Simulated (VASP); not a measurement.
Wanted: the native input for a VASP 6.6.1 run.

```
Task                   : single point
Functional             : PBE
Dispersion             : D3(BJ)
Potentials or basis    : VASP PAW PBE potentials, release 64 (Al, O)
Cutoff                 : 520 eV
k mesh                 : 9 × 9 × 4
Occupations            : gaussian, width 0.05 eV
Spin                   : no spin polarisation
Dipole correction      : no
Further INCAR settings : ALGO = Normal; EDIFF = 1e-07; NBANDS = 20
```

The structure of Al2O3 lies in POSCAR:

```
Al2O3
1.0
    2.8672039189      0.0000000000      0.0000000000
   -1.4336019595      2.4830714316      0.0000000000
    0.0000000000      0.0000000000      6.6396000000
Al O
2 3
Direct
    0.0000000000      0.0000000000      0.1907358529
    0.0000000000      0.0000000000      0.8092641471
    0.3333333333      0.6666666667      0.2840924954
    0.6666666667      0.3333333333      0.0000000000
    0.3333333333      0.6666666667      0.7159075046
```

One way to write it, as run:

INCAR

```
SYSTEM = Al2O3
  ALGO = Normal
  EDIFF = 1E-7
  ENCUT = 520
  GGA = PE
  ISIF = 2
  ISMEAR = 0
  IVDW = 12
  LASPH = .TRUE.
  LCHARG = .FALSE.
  LREAL = .FALSE.
  LWAVE = .FALSE.
  NBANDS = 20
  NELM = 100
  PREC = Accurate
  SIGMA = 0.05
```

KPOINTS

```
k-points
0
G
  9 9 4
  0 0 0
```

Potentials or basis: VASP PAW PBE potentials, release 64 (Al, O).

Launch:

```console
$ cat potpaw_PBE.64/Al/POTCAR potpaw_PBE.64/O/POTCAR > POTCAR
$ mpirun -np 1 vasp_std > vasp.out
```

It gave:

```json
{
 "Pressure": "14.8 GPa",
 "Largest force": "1.403 eV/Å",
 "Band gap on the k mesh": "4.22 eV (least direct gap 4.32 eV)",
 "Dispersion energy per atom": "-0.213 eV"
}
```

Caveat: the cell stands under pressure; an odd mesh through Γ misses points on the zone boundary, where band edges can lie; forces of over 1 eV/Å act on the atoms, so gaps and moduli don't describe the material at rest.

Run time: 19 s on 1 thread of AMD EPYC 9R45 96-Core Processor (Zen 5) (shared host), peak memory 0.16 GiB.
